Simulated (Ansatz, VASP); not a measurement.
**CdSe in VASP and in Ansatz**

POSCAR

```
CdSe
1.0
    3.0667787416      3.0667787416      0.0000000000
   -3.0667787416      3.0667787416      0.0000000000
    0.0000000000      3.0667787416      3.0667787416
Cd Se
1 1
Direct
    0.0000000000      0.0000000000      0.0000000000
    0.7500000000      0.2500000000      0.5000000000
```

File INCAR.step1:

```
ALGO     = Normal         # electronic algorithm
EDIFF    = 1E-4           # SCF threshold, eV
ENCUT    = 520            # plane-wave cutoff, eV
GGA      = PE             # functional
ISMEAR   = 0              # smearing method
LASPH    = T              # aspherical terms in the spheres
LCHARG   = F              # write CHGCAR
LREAL    = F              # projectors in reciprocal space
LWAVE    = T              # write WAVECAR
NBANDS   = 16             # bands
NELM     = 100            # most SCF steps
PREC     = Accurate       # precision mode
SIGMA    = 0.01           # smearing width, eV
```

The input INCAR.step2:

```
ALGO     = Normal         # electronic algorithm
EDIFF    = 1E-6           # SCF threshold, eV
ENCUT    = 520            # plane-wave cutoff, eV
ISIF     = 2              # what is computed and relaxed
ISMEAR   = 0              # smearing method
ISTART   = 1            
LASPH    = T              # aspherical terms in the spheres
LCHARG   = F              # write CHGCAR
LMIXTAU  = T            
LREAL    = F              # projectors in reciprocal space
LWAVE    = F              # write WAVECAR
METAGGA  = R2SCAN         # meta-GGA
NBANDS   = 16             # bands
NELM     = 100            # most SCF steps
PREC     = Accurate       # precision mode
SIGMA    = 0.01           # smearing width, eV
```

The input KPOINTS:

```
k-points
0
Gamma
  6 6 6
```

Input for Ansatz:

```yaml
crystal:
  lattice:
    - [3.0667787416, 3.0667787416, 0.0]
    - [-3.0667787416, 3.0667787416, 0.0]
    - [0.0, 3.0667787416, 3.0667787416]
  atoms:
    - { symbol: Cd, position: [0.0, 0.0, 0.0] }
    - { symbol: Se, position: [0.75, 0.25, 0.5] }
kpoints:
  mp_grid: { grid: [6, 6, 6] }
scf:
  occupations: { method: fixed }
  convergence: { dr2_threshold: 1.0e-10 }
hamiltonian:
  xc: r2scan
  pseudopotentials: { kind: paw }
output:
  forces: true
  stress: true
  eigenstates:
    kpoints:
      - [0.0, 0.0, 0.0]
      - [-0.5, -0.5, -0.5]
      - [-0.5, 0.5, 0.0]
      - [0.0, 0.0, -0.5]
      - [0.0, -0.5, -0.5]
      - [0.0, 0.5, 0.0]
      - [-0.5, 0.0, 0.0]
      - [-0.5, 0.0, -0.5]
  eigenvalues: true
```

Change from the starting cell: unstrained.

Alike in both runs: task single point; functional r2SCAN; k mesh 6 × 6 × 6; no spin polarisation.

|  | VASP | Ansatz |
| --- | --- | --- |
| version | VASP 6.6.1 | Ansatz 0.2.0 |
| potentials or method | VASP PAW PBE potentials, release 64 (Cd, Se) | PAW with Ansatz's default frozen-core files, scalar-relativistic |
| plane-wave cutoff (eV) | 520 | 500 |
| occupations | gaussian, width 0.01 eV | fixed |
| valence electrons in the cell | 18 | 36 |

```tsv
	VASP	Ansatz	Ansatz less VASP
gap on the k mesh at the Fermi level (eV)	1.03	1.04	+0.010
pressure (GPa)	0.2	0.0	-0.24
```

VASP's potentials were made for PBE, not for r2SCAN. VASP's potentials hold 18 valence electrons a cell and Ansatz's 36, so a difference there can come from the potentials and not from the codes.
